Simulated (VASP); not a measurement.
Write the native input for VASP 6.6.1 that does the following.

```yaml
Task: single point
Functional: PBEsol
Potentials_or_basis: VASP PAW PBE potentials, release 64 (Hf_pv, O)
Cutoff: 520 eV
k_mesh: 4 × 4 × 4
Occupations: fermi-dirac, width 0.02 eV
Spin: no spin polarisation
Dipole_correction: no
Further_INCAR_settings: ALGO = Normal; EDIFF = 1e-06; NBANDS = 56
```

The structure of HfO2 lies in POSCAR:

```
HfO2
1.0
    5.0961317361      0.0000000000     -0.0129063624
    0.0000000000      5.1766162373      0.0000000000
   -0.8681710070      0.0000000000      5.1995914176
Hf O
4 8
Direct
    0.2771316784      0.0429800524      0.2081691691
    0.7228683216      0.5429800524      0.2918308309
    0.7228683216      0.9570199476      0.7918308309
    0.2771316784      0.4570199476      0.7081691691
    0.4471845456      0.7581543660      0.4799445575
    0.5528154544      0.2581543660      0.0200554425
    0.5528154544      0.2418456340      0.5200554425
    0.4471845456      0.7418456340      0.9799445575
    0.0710818272      0.3370459810      0.3411354563
    0.9289181728      0.8370459810      0.1588645437
    0.9289181728      0.6629540190      0.6588645437
    0.0710818272      0.1629540190      0.8411354563
```

The input as run:

INCAR

```
PREC     = Accurate       # precision mode
ENCUT    = 520            # plane-wave cutoff, eV
EDIFF    = 1E-6           # SCF threshold, eV
ISMEAR   = -1             # smearing method
SIGMA    = 0.02           # smearing width, eV
LREAL    = False          # projectors in reciprocal space
LASPH    = True           # aspherical terms in the spheres
NELM     = 80             # most SCF steps
ALGO     = Normal         # electronic algorithm
ISIF     = 2              # what is computed and relaxed
LWAVE    = False          # write WAVECAR
LCHARG   = True           # write CHGCAR
GGA      = PS             # functional
LELF     = True           # ELF
LVHAR    = True         
NBANDS   = 56             # bands
```

KPOINTS

```
regular mesh
0
Gamma
  4 4 4
```

Potentials or basis: VASP PAW PBE potentials, release 64 (Hf_pv, O).

Run with:

```sh
$ cat potpaw_PBE.64/Hf_pv/POTCAR potpaw_PBE.64/O/POTCAR > POTCAR
$ mpirun -np 1 vasp_std > vasp.out
```

Results of the run:

The pressure is -3.0 GPa. The largest force is 0.071 eV/Å and the band gap on the k mesh is 3.93 eV (least direct gap 4.03 eV).

Caveat: the cell stands under tension; the PAW data sets were made with another functional, which shifts forces and pressure a little; spin-orbit coupling is left out, which moves the levels of the heavy elements.

It took 6.1 min on 1 thread of Intel Xeon 8259CL (shared host), peak memory 0.34 GiB.
